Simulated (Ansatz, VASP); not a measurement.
Two plane-wave programs on Cu

Contents of INCAR:

```
SYSTEM = Cu
  ALGO = Fast
  EDIFF = 1E-6
  ENCUT = 520
  GGA = PE
  ISIF = 2
  ISMEAR = 0
  LASPH = .True.
  LCHARG = .False.
  LREAL = .False.
  LWAVE = .False.
  NBANDS = 12
  NELM = 100
  PREC = Accurate
  SIGMA = 0.15
```

The input KPOINTS:

```
k-points
0
Gamma
  32 32 32
  0 0 0
```

POSCAR

```
Cu
1.0
   -1.5576688684      1.5576688684      1.2378998216
    1.5576688684     -1.5576688684      1.2378998216
    1.5576688684      1.5576688684     -1.2378998216
Cu
1
Direct
    0.0000000000      0.0000000000      0.0000000000
```

Input for Ansatz:

```yaml
crystal:
  lattice:
    - [-1.5576688684, 1.5576688684, 1.2378998216]
    - [1.5576688684, -1.5576688684, 1.2378998216]
    - [1.5576688684, 1.5576688684, -1.2378998216]
  atoms:
    - { symbol: Cu, position: [0.0, 0.0, 0.0] }
basis:
  ecutwfc: 420
kpoints:
  mp_grid: { grid: [32, 32, 32] }
hamiltonian:
  xc: pbe
scf:
  occupations: { method: gaussian, width: 0.15 }
output:
  forces: true
  stress: true
  eigenvalues: true
```

Alike in both runs: task single point; functional PBE; k mesh 32 × 32 × 32; occupations gaussian, width 0.15 eV; no spin polarisation.

```csv
,VASP,Ansatz
version,VASP 6.6.1,Ansatz 0.2.0
potentials or method,"VASP PAW PBE potentials, release 64 (Cu), cutoff 520 eV","scalar-relativistic, plane waves, PAW"
valence electrons in the cell,11,19
```

```tsv
	VASP	Ansatz	Ansatz less VASP
gap on the k mesh at the Fermi level (eV)	none	none	-
pressure (GPa)	2.8	2.2	-0.63
traceless stress, the component that is largest in VASP (GPa)	7.53	7.47	-0.062
```

A gap of «none» marks a metal or a gap that the smearing closes. VASP's potentials hold 11 valence electrons a cell and Ansatz's 19, so a difference there can come from the potentials and not from the codes.
